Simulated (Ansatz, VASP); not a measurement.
# One calculation of Sb, two programs

The input INCAR:

```
SYSTEM = Sb
PREC = Accurate
ENCUT = 500
EDIFF = 1E-6
ISMEAR = 0
SIGMA = 0.1
LREAL = .False.
LASPH = .True.
NELM = 120
ALGO = Normal
ISIF = 2
LWAVE = .False.
LCHARG = .False.
GGA = PE
NBANDS = 8
GGA_COMPAT = .False.
```

Contents of KPOINTS:

```
Automatic mesh
0
Gamma
  6 6 6
  0 0 0
```

File POSCAR:

```
Sb
1.0
    3.0833436100      0.0000000000      0.0000000000
    0.0000000000      3.0833436100      0.0000000000
    0.0000000000      0.0000000000      3.0833436100
Sb
1
Direct
    0.0000000000      0.0000000000      0.0000000000
```

Input for Ansatz:

```yaml
crystal:
  lattice:
    - [3.08334361, 0.0, 0.0]
    - [0.0, 3.08334361, 0.0]
    - [0.0, 0.0, 3.08334361]
  atoms:
    - { symbol: Sb, position: [0.0, 0.0, 0.0] }
basis:
  ecutwfc: 420
kpoints:
  mp_grid: { grid: [6, 6, 6] }
hamiltonian:
  xc: pbe
scf:
  occupations: { method: gaussian, width: 0.1 }
output:
  forces: true
  stress: true
  eigenvalues: true
```

Alike in both runs: task single point; functional PBE; k mesh 6 × 6 × 6; occupations gaussian, width 0.1 eV; no spin polarisation.

|  | VASP | Ansatz |
| --- | --- | --- |
| version | VASP 6.6.1 | Ansatz 0.2.0 |
| potentials or method | VASP PAW PBE potentials, release 64 (Sb), cutoff 500 eV | scalar-relativistic, plane waves, PAW |
| valence electrons in the cell | 5 | 15 |

|  | VASP | Ansatz | Ansatz less VASP |
| --- | --- | --- | --- |
| gap on the k mesh at the Fermi level (eV) | none | none | - |
| pressure (GPa) | 1.8 | 1.8 | +0.03 |

A gap of «none» marks a metal or a gap that the smearing closes. VASP's potentials hold 5 valence electrons a cell and Ansatz's 15, so a difference there can come from the potentials and not from the codes.

Neither program's run includes spin-orbit coupling.
